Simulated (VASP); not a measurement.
Set up this calculation in VASP 6.6.1, as the native input.

```
Task                   : relaxation of the atoms
Functional             : PBE
Potentials or basis    : VASP PAW PBE potentials, release 64 (Ba_sv, H, N, O)
Cutoff                 : 520 eV
k mesh                 : 4 × 4 × 6
Occupations            : fermi-dirac, width 0.02 eV
Spin                   : no spin polarisation
Dipole correction      : no
Further INCAR settings : ALGO = Normal; EDIFF = 1e-07; IBRION = 2; EDIFFG = -0.02; NSW = 80
```

The structure of Ba2H3NO6 lies in POSCAR:

```
Ba2H3NO6
1.0
    6.9069000000      0.0000000000      0.0000000000
   -3.4534500000      5.9815508614      0.0000000000
    0.0000000000      0.0000000000      3.8028000000
Ba H N O
2 3 1 6
Direct
    0.3333333333      0.6666666667      0.0000000000
    0.6666666667      0.3333333333      0.0000000000
    0.3310000000      0.0000000000      0.5000000000
    0.6690000000      0.6690000000      0.5000000000
    0.0000000000      0.3310000000      0.5000000000
    0.0000000000      0.0000000000      0.0000000000
    0.1796000000      0.1796000000      0.0000000000
    0.0000000000      0.8204000000      0.0000000000
    0.8204000000      0.0000000000      0.0000000000
    0.4486000000      0.0000000000      0.5000000000
    0.5514000000      0.5514000000      0.5000000000
    0.0000000000      0.4486000000      0.5000000000
```

These files were run (other wordings do the same):

INCAR

```
ALGO = Normal ; EDIFF = 1E-7
EDIFFG = -0.02 ; ENCUT = 520
GGA = PE ; IBRION = 2
ISIF = 2 ; ISMEAR = -1
LASPH = T ; LCHARG = F
LREAL = F ; LWAVE = F
NELM = 100 ; NSW = 80
PREC = Accurate ; SIGMA = 0.02
```

KPOINTS

```
k-points
0
Gamma
  4 4 6
```

Potentials or basis: VASP PAW PBE potentials, release 64 (Ba_sv, H, N, O).

Launch:

```sh
$ cat potpaw_PBE.64/Ba_sv/POTCAR potpaw_PBE.64/H/POTCAR potpaw_PBE.64/N/POTCAR potpaw_PBE.64/O/POTCAR > POTCAR
$ mpirun -np 1 vasp_std > vasp.out
```

It gave:

```
Pressure after relaxing      : 2.8 GPa
Largest force after relaxing : 0.010 eV/Å
Band gap on the k mesh       : 2.59 eV
```

Caveat: the standard files for N, O and F lose accuracy on very short bonds; spin-orbit coupling is left out, which moves the levels of the heavy elements.

It took 20 min on 1 thread of Intel(R) Xeon(R) Platinum 8488C (Sapphire Rapids), on a shared host, peak memory 0.34 GiB.
